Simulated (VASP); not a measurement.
The system is SnSe2.

```
Sn Se
1.0
     3.81100    0.00000    0.00000
    -1.90550    3.30042    0.00000
     0.00000    0.00000    6.13600
Sn Se
1 2
Direct
  0.00000 0.00000 0.00000
  0.33333 0.66667 0.24900
  0.66667 0.33333 0.75100
```

* Program: VASP 6.6.1
* Task: relaxation of cell and atoms
* Functional: PBEsol
* Potentials or basis: VASP PAW PBE potentials, release 64 (Sn_d, Se)
* Cutoff: 600 eV
* k mesh: 12 × 12 × 4
* Occupations: fermi-dirac, width 0.02 eV
* Spin: no spin polarisation

At the start: pressure 2.6 GPa; volume 25.73 Å³/atom.

Problem. How do energy, volume and symmetry change on relaxing?

Solution. Over 18 steps the energy falls by 13.1 meV/atom and the volume is 25.90 Å³/atom (+0.7 %); space group P-3m1 (No. 164, to 0.05 Å).

Step by step:
```tsv
step	energy change (eV)	largest force (eV/Å)	pressure (GPa)	volume (Å³)
1	0.0000	0.6269	2.64	77.18
2	-0.0135	0.2753	-2.39	82.01
3	-0.0340	0.0980	-0.38	79.83
4	-0.0372	0.0498	-0.22	79.39
5	-0.0378	0.0130	-0.06	79.05
6	-0.0378	0.0164	-0.09	79.09
7	-0.0379	0.0351	0.03	78.91
8	-0.0380	0.0476	0.12	78.79
9	-0.0380	0.0468	0.12	78.77
10	-0.0382	0.0453	0.11	78.69
11	-0.0385	0.0421	0.07	78.53
12	-0.0390	0.0367	0.03	78.22
13	-0.0389	0.0261	-0.05	77.59
14	-0.0391	0.0323	0.00	77.92
15	-0.0393	0.0022	-0.08	77.84
16	-0.0393	0.0062	-0.11	77.83
17	-0.0393	0.0050	0.10	77.53
18	-0.0393	0.0016	-0.01	77.70
```

Final structure:
```
Sn Se
1.0
     3.81952    0.00000    0.00000
    -1.90976    3.30780    0.00000
     0.00000    0.00000    6.14961
Sn Se
1 2
Direct
  0.00000 0.00000 0.00000
  0.33333 0.66667 0.25834
  0.66667 0.33333 0.74166
```

Caveat: the PAW data sets were made with another functional, which shifts forces and pressure a little; this functional lacks dispersion, which binds the layers, so the pressure and a relaxed spacing across them are unreliable.
